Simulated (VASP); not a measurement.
Here is a VASP 6.6.1 calculation.

File INCAR:

```
SYSTEM = MnO2
ALGO = Normal
EDIFF = 1E-7
ENCUT = 520
GGA = PE
ISIF = 2
ISMEAR = 0
ISPIN = 2
LASPH = .True.
LCHARG = .True.
LDAU = .True.
LDAUJ = 0 0
LDAUL = 2 -1
LDAUPRINT = 1
LDAUTYPE = 2
LDAUU = 3.9 0
LELF = .True.
LMAXMIX = 4
LORBIT = 11
LREAL = .False.
LVHAR = .True.
LWAVE = .False.
MAGMOM = 3.08 3.08 3.08 3.08 -0.06 -0.06 -0.06 -0.06 -0.2 -0.2 -0.2 -0.2
NBANDS = 66
NELM = 150
PREC = Accurate
SIGMA = 0.05
```

KPOINTS

```
k-points
0
Gamma
  2 6 4
  0 0 0
```

File POSCAR:

```
MnO2
1.0
    9.4497453852      0.0000000000      0.0000000000
    0.0000000000      2.9131744382      0.0000000000
    0.0000000000      0.0000000000      4.5149975701
Mn O
4 8
Direct
    0.1346098422      0.2500000000      0.0170703377
    0.8653901578      0.7500000000      0.9829296623
    0.3653901578      0.7500000000      0.5170703377
    0.6346098422      0.2500000000      0.4829296623
    0.7870819237      0.2500000000      0.2013073213
    0.2129180763      0.7500000000      0.7986926787
    0.7129180763      0.7500000000      0.7013073213
    0.2870819237      0.2500000000      0.2986926787
    0.9614141555      0.2500000000      0.7863287939
    0.0385858445      0.7500000000      0.2136712061
    0.5385858445      0.7500000000      0.2863287939
    0.4614141555      0.2500000000      0.7136712061
```

Potentials or basis: VASP PAW PBE potentials, release 64 (Mn_pv, O).

Command:

```bash
$ cat potpaw_PBE.64/Mn_pv/POTCAR potpaw_PBE.64/O/POTCAR > POTCAR
$ mpirun -np 1 vasp_std > vasp.out
```

**Question.** What does it give for the largest force?

**Answer.** 0.091 eV/Å.

**Question.** Predict the band gap on the k mesh.

**Answer.** 1.13 eV (least direct gap 1.21 eV).

**Question.** Estimate the pressure.

**Answer.** 2.0 GPa.

Stress tensor (GPa, compression positive):
```
1.77 0.00 0.00
0.00 1.87 0.00
0.00 0.00 2.49
```

Caveat: only a ferromagnetic start was run, and an antiferromagnetic order may lie lower in energy. A k mesh can miss the band edges.
